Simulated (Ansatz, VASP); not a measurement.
**Pb: VASP beside Ansatz**

INCAR

```
SYSTEM = Pb
ALGO     = Normal         ! electronic algorithm
EDIFF    = 1E-7           ! SCF threshold, eV
ENCUT    = 520            ! plane-wave cutoff, eV
GGA      = RP             ! functional
ISIF     = 2              ! what is computed and relaxed
ISMEAR   = -1             ! smearing method
IVDW     = 13             ! dispersion correction
LASPH    = .TRUE.         ! aspherical terms in the spheres
LCHARG   = .TRUE.         ! write CHGCAR
LELF     = .TRUE.         ! ELF
LREAL    = .FALSE.        ! projectors in reciprocal space
LVHAR    = .TRUE.       
LWAVE    = .FALSE.        ! write WAVECAR
NBANDS   = 13             ! bands
NELM     = 100            ! most SCF steps
PREC     = Accurate       ! precision mode
SIGMA    = 0.05           ! smearing width, eV
```

File KPOINTS:

```
k-points
0
G
  9 9 9
  0 0 0
```

POSCAR

```
Pb
1.0
    0.0000000000      2.4584086270      2.4584086270
    2.4584086270      0.0000000000      2.4584086270
    2.4584086270      2.4584086270      0.0000000000
Pb
1
Direct
    0.0000000000      0.0000000000      0.0000000000
```

input.yaml

```yaml
crystal:
  lattice:
    - [0.0, 2.458408627, 2.458408627]
    - [2.458408627, 0.0, 2.458408627]
    - [2.458408627, 2.458408627, 0.0]
  atoms:
    - { symbol: Pb, position: [0.0, 0.0, 0.0] }
hamiltonian:
  xc: rpbe
  pseudopotentials: { kind: paw }
  dispersion: d4
kpoints:
  mp_grid: { grid: [9, 9, 9] }
scf:
  occupations: { method: fermi_dirac, width: 0.05 }
output:
  forces: true
  stress: true
  eigenvalues: true
```

Alike in both runs: task single point; functional RPBE; dispersion D4; k mesh 9 × 9 × 9; occupations fermi-dirac, width 0.05 eV; no spin polarisation.

```csv
,VASP,Ansatz
version,VASP 6.6.1,Ansatz 0.2.0
potentials or method,"VASP PAW PBE potentials, release 64 (Pb_d)",Ansatz PAW
plane-wave cutoff (eV),520,420
valence electrons in the cell,14,14
```

VASP gave:

```
gap on the k mesh at the Fermi level (eV) : none
pressure (GPa)                            : 1.2
```

**Question.** Estimate Ansatz's values.

**Answer.** gap on the k mesh at the Fermi level (eV): none; pressure (GPa): 1.3.

VASP's potentials were made for PBE, not for RPBE. A gap of «none» marks a metal or a gap that the smearing closes.

Spin-orbit coupling is off throughout.
